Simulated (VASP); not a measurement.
# BP: single point with LDA

Crystal: BP.

```
B P
1.0
     0.00000    2.23691    2.23691
     2.23691    0.00000    2.23691
     2.23691    2.23691    0.00000
B P
1 1
Direct
  0.00000 0.00000 0.00000
  0.75000 0.75000 0.75000
```

```yaml
Program: VASP 6.6.1
Task: single point
Functional: LDA
Potentials_or_basis: VASP PAW LDA potentials, release 64 (B, P)
Cutoff: 520 eV
k_mesh: 10 × 10 × 10
Occupations: gaussian, width 0.01 eV
Spin: no spin polarisation
```

| Item | Value |
| --- | --- |
| Pressure | 1.9 GPa |
| Band gap on the k mesh | 1.14 eV, indirect (least direct gap 3.45 eV) |

Levels at points of the mesh, in eV from the valence-band top:
```
           k point  band 1  band 2  band 3  band 4  band 5  band 6  band 7  band 8  band 9
(0.00, 0.00, 0.00)  -15.77    0.00    0.00    0.00    3.45    3.45    3.45    8.03   11.56
(0.50, 0.00, 0.00)  -12.27   -9.32   -1.80   -1.80    4.04    4.71    4.71   10.08   14.86
(0.50, 0.50, 0.00)  -10.72   -8.70   -4.26   -4.26    1.22    1.52   12.40   12.40   15.50
```

Run time: 3.8 s on 1 thread of Intel(R) Xeon(R) Platinum 8559C (Emerald Rapids), on a shared host, peak memory 0.12 GiB.

A k mesh can miss the band edges. Expect the measured gap to be larger: semilocal functionals such as LDA lack the derivative discontinuity.
